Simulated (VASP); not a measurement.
# NbAs in VASP: notebook, part 2 of 2

VASP 6.6.1. The steps go on from the part before.

## (4) Single point, PBE

INCAR

```
  ALGO = Normal
  DIPOL = 0.5 0.5 0.500
  EDIFF = 1E-7
  ENCUT = 520
  GGA = PE
  IDIPOL = 3
  ISIF = 2
  ISMEAR = 1
  LASPH = T
  LCHARG = F
  LDIPOL = T
  LREAL = F
  LWAVE = F
  NBANDS = 46
  NELM = 60
  PREC = Accurate
  SIGMA = 0.2
```

KPOINTS

```
k-points
0
Gamma
  10 10 1
```

POSCAR

```
NbAs
1.0
    3.4734820522      0.0000000000      0.0000000000
    0.0000000000      3.4734820522      0.0000000000
    0.0000000000      0.0000000000     24.7728719669
As Nb
4 4
Direct
    0.0000000000      0.0000000000      0.3027505253
    0.5000000000      0.0000000000      0.4213193810
    0.5000000000      0.5000000000      0.5398882367
    0.0000000000      0.5000000000      0.6584570925
    0.5000000000      0.5000000000      0.3415429075
    0.0000000000      0.5000000000      0.4601117633
    0.0000000000      0.0000000000      0.5786806190
    0.5000000000      0.0000000000      0.6972494747
```

Potentials or basis: VASP PAW PBE potentials, release 64 (As, Nb_sv).

Started as:

```
$ cat potpaw_PBE.64/As/POTCAR potpaw_PBE.64/Nb_sv/POTCAR > POTCAR
$ mpirun -np 1 vasp_std > vasp.out
```

OUTCAR:

```text
EDIFF = 1E-7
   ENCUT = 520
   GGA = PE
   ISIF = 2
   ISMEAR = 1
   LASPH = T
   LREAL = F
   NELM = 60
   PREC = Accurate

 ion  position               nearest neighbor table
   1  0.000  0.000  0.303-   5 2.64   5 2.64   5 2.64   5 2.64
   2  0.500  0.000  0.421-   5 2.63   5 2.63   6 2.64   6 2.64   6 2.64   6 2.64
   3  0.500  0.500  0.540-   6 2.63   6 2.63   7 2.64   7 2.64   7 2.64   7 2.64
   4  0.000  0.500  0.658-   7 2.63   7 2.63   8 2.64   8 2.64   8 2.64   8 2.64
   5  0.500  0.500  0.342-   2 2.63   2 2.63   1 2.64   1 2.64   1 2.64   1 2.64
   6  0.000  0.500  0.460-   3 2.63   3 2.63   2 2.64   2 2.64   2 2.64   2 2.64
   7  0.000  0.000  0.579-   4 2.63   4 2.63   3 2.64   3 2.64   3 2.64   3 2.64
   8  0.500  0.000  0.697-   4 2.64   4 2.64   4 2.64   4 2.64

  LATTYP: Found a simple tetragonal cell.
 ALAT       =     3.4734820522
 C/A-ratio  =     7.1319994157

  Lattice vectors:

 A1 = (   3.4734820522,   0.0000000000,   0.0000000000)
 A2 = (   0.0000000000,   3.4734820522,   0.0000000000)
 A3 = (   0.0000000000,   0.0000000000,  24.7728719669)

Analysis of symmetry for initial positions (statically):
=====================================================================
 Subroutine PRICEL returns:
 Original cell was already a primitive cell.

 Routine SETGRP: Setting up the symmetry group for a
 simple tetragonal supercell.

 Subroutine GETGRP returns: Found  4 space group operations
 (whereof  4 operations were pure point group operations)
 out of a pool of 16 trial point group operations.

The static configuration has the point symmetry C_2v.

Analysis of symmetry for dynamics (positions and initial velocities):
=====================================================================
 Subroutine PRICEL returns:
 Original cell was already a primitive cell.

 Routine SETGRP: Setting up the symmetry group for a
 simple tetragonal supercell.

 Subroutine GETGRP returns: Found  4 space group operations
 (whereof  4 operations were pure point group operations)
 out of a pool of 16 trial point group operations.

The dynamic configuration has the point symmetry C_2v.

 Subroutine INISYM returns: Found  4 space group operations
 (whereof  4 operations are pure point group operations),
 and found     1 'primitive' translations

----------------------------------------------------------------------------------------

                                     Primitive cell

  volume of cell :     298.8866

  direct lattice vectors                    reciprocal lattice vectors
     3.473482052  0.000000000  0.000000000     0.287895543  0.000000000  0.000000000
     0.000000000  3.473482052  0.000000000     0.000000000  0.287895543  0.000000000
     0.000000000  0.000000000 24.772871967     0.000000000  0.000000000  0.040366737

  length of vectors
     3.473482052  3.473482052 24.772871967     0.287895543  0.287895543  0.040366737

  position of ions in fractional coordinates (direct lattice)
     0.000000000  0.000000000  0.302750525
     0.500000000  0.000000000  0.421319381
     0.500000000  0.500000000  0.539888237
     0.000000000  0.500000000  0.658457093
     0.500000000  0.500000000  0.341542907
[... 69 lines left out ...]
   number of dos      NEDOS =    301   number of ions     NIONS =      8
   total plane-waves  NPLWV = 150528
   dimension x,y,z NGX =    28 NGY =   28 NGZ =  192
   dimension x,y,z NGXF=    56 NGYF=   56 NGZF=  384
   ions per type =               4   4
   NGX,Y,Z   is equivalent  to a cutoff of  13.40, 13.40, 12.88 a.u.
   NGXF,Y,Z  is equivalent  to a cutoff of  26.80, 26.80, 25.77 a.u.
 SYSTEM =  unknown system
   PREC   = accura    normal or accurate (medium, high low for compatibility)
   ISTART =      0    job   : 0-new  1-cont  2-samecut
   ICHARG =      2    charge: 1-file 2-atom 10-const
   ISPIN  =      1    spin polarized calculation?
   LNONCOLLINEAR =      F non collinear calculations
   LSORBIT =      F    spin-orbit coupling
   LASPH  =      T    aspherical Exc in radial PAW
   ENCUT  =  520.0 eV  38.22 Ry    6.18 a.u.   6.46  6.46 46.06*2*pi/ulx,y,z
   NELM   =     60;   NELMIN=  2; NELMDL= -5     # of ELM steps
   EDIFF  = 0.1E-06   stopping-criterion for ELM
   LREAL  =      F    real-space projection
   EDIFFG = 0.1E-05   stopping-criterion for IOM
   NSW    =      0    number of steps for IOM
   IBRION =     -1    ionic relax: 0-MD 1-quasi-New 2-CG
   NFREE  =      0    steps in history (QN), initial steepest desc. (CG)
   ISIF   =      2    stress and relaxation
   ISYM   =      2    0-nonsym 1-usesym 2-fastsym
   POTIM  = 0.5000    time-step for ionic-motion
   TEBEG  =    0.0;   TEEND  =   0.0 temperature during run
   PSTRESS=    0.0 pullay stress
   NELECT =      72.0000    total number of electrons
   NUPDOWN=      -1.0000    fix difference up-down
   EMIN   =  10.00;   EMAX   =-10.00  energy-range for DOS
   EFERMI =   0.00;   METHOD = LEGACY
   ISMEAR =     1;   SIGMA  =   0.20  broadening in eV -4-tet -1-fermi 0-gaus
   EFERMI_NEDOS =   21; number of points for ismear=-14 and -15
   IALGO  =     38    algorithm
   IMIX   =      4    mixing-type and parameters
     AMIX     =   0.40;   BMIX     =  1.00
     AMIX_MAG =   1.60;   BMIX_MAG =  1.00
  volume/ion in A,a.u.               =      37.36       252.12
  Fermi-wavevector in a.u.,A,eV,Ry     =   1.018631  1.924933 14.117526  1.037609
  Thomas-Fermi vector in A             =   2.152099
   LORBIT       =      0    0 simple, 1 ext, 2 COOP (PROOUT), +10 PAW based schemes
   GGA     = PE    functional components
   LHFCALC =     F    Hartree Fock is set to
   AEXX    =    0.0000 exact exchange contribution
   IVDW    =     0    specifies the selected vdW correction
   LEPSILON=     F    determine dielectric tensor
   LRPA    =     F    only Hartree local field effects (RPA)
 non-spin polarized calculation
 Methfessel and Paxton  Order N= 1 SIGMA  =   0.20
  energy-cutoff  :      520.00
  volume of cell :      298.89
 maximum number of plane-waves:      8157
 NGX is ok and might be reduce to    28
   NGX = 13   NGY = 13   NGZ = 93

 dipolmoment           0.000000      0.000000      0.067393 electrons x Angstroem

 number of electron      72.0000003 magnetization

 dipolmoment           0.000000      0.000000     -0.067588 electrons x Angstroem

 Free energy of the ion-electron system (eV)
  ---------------------------------------------------
  ext. energy  EPLUGINS =         0.00000000
  ---------------------------------------------------
  free energy    TOTEN  =       -62.03636197 eV

  energy without entropy =      -62.02631527  energy(sigma->0) =      -62.03301307

 E-fermi :   2.0930     XC(G=0):  -6.3602

 val. band max:        2.0867462102   @ k =   0.0000   0.2000   0.0000
 cond. band min:       2.0986052813   @ k =  -0.1000   0.4000   0.0000
 fundamental gap:      0.0118590711
 Fermi energy:         2.0930426319

 k-point     1 :       0.0000    0.0000    0.0000
  band No.  band energies     occupation
      1     -53.1136      2.00000
      2     -53.0043      2.00000
      3     -53.0031      2.00000
      4     -52.9311      2.00000
      5     -29.2453      2.00000
      6     -29.1924      2.00000
[... 1165 lines left out ...]
     45       4.9428     -0.00000
     46       5.1456     -0.00000

 [... further k-points ...]

------------------------ aborting loop because EDIFF is reached ----------------------------------------

 vacuum level on the upper side and lower side of the slab       (xc-potential included)        -0.657         0.374

  FORCE on cell =-STRESS in cart. coord.  units (eV):
  Direction    XX          YY          ZZ          XY          YZ          ZX
  --------------------------------------------------------------------------------------
  -------------------------------------------------------------------------------------
  Total       -3.6204179     -2.8850136     -0.9110425      0.0000000      0.0000000      0.0000000
  in kB      -19.4071966    -15.4650728     -4.8836300      0.0000000      0.0000000      0.0000000
  external PRESSURE =     -13.2519665 kB  Pullay stress =       0.0000000 kB

 VOLUME and BASIS-vectors are now :
 -----------------------------------------------------------------------------
  energy-cutoff  :      520.00
  volume of cell :      298.89
      direct lattice vectors                 reciprocal lattice vectors
     3.473482052  0.000000000  0.000000000     0.287895543  0.000000000  0.000000000
     0.000000000  3.473482052  0.000000000     0.000000000  0.287895543  0.000000000
     0.000000000  0.000000000 24.772871967     0.000000000  0.000000000  0.040366737

 POSITION                                       TOTAL-FORCE (eV/Angst)
 -----------------------------------------------------------------------------------
      0.00000      0.00000      7.50000         0.000000      0.000000     -0.141182
      1.73674      0.00000     10.43729         0.000000      0.000000     -0.077515
      1.73674      1.73674     13.37458         0.000000      0.000000     -0.152161
      0.00000      1.73674     16.31187         0.000000      0.000000      0.801960
      1.73674      1.73674      8.46100         0.000000      0.000000      0.044382
      0.00000      1.73674     11.39829         0.000000      0.000000      0.256190
      0.00000      0.00000     14.33558         0.000000      0.000000      0.239401
      1.73674      0.00000     17.27287         0.000000      0.000000     -0.971076
 -----------------------------------------------------------------------------------
    total drift:                                0.000000     -0.000000      0.000876

  FREE ENERGIE OF THE ION-ELECTRON SYSTEM (eV)
  ---------------------------------------------------
  free  energy   TOTEN  =       -62.0363619671 eV

  energy  without entropy=      -62.0263152737  energy(sigma->0) =      -62.03301307

 vacuum level on the upper side and lower side of the slab         5.977         7.032
```

Run time: 29 min. Hardware: 1 thread of Oxide Virtual Turin-like, shared host; peak memory 0.6 GiB.

Results:

| Quantity | Value |
| --- | --- |
| Free energy | -62.0364 eV |
| Largest force | 0.971 eV/Å |
| Band gap on the k mesh | zero (band 36 reaches 2.93 eV, above the bottom of band 37 at 1.92 eV) |

Forces on the atoms (eV/Å):
```
As   0.000  0.000 -0.141
As   0.000  0.000 -0.078
As   0.000  0.000 -0.152
As   0.000  0.000  0.802
Nb   0.000  0.000  0.044
Nb   0.000  0.000  0.256
Nb   0.000  0.000  0.239
Nb   0.000  0.000 -0.971
```
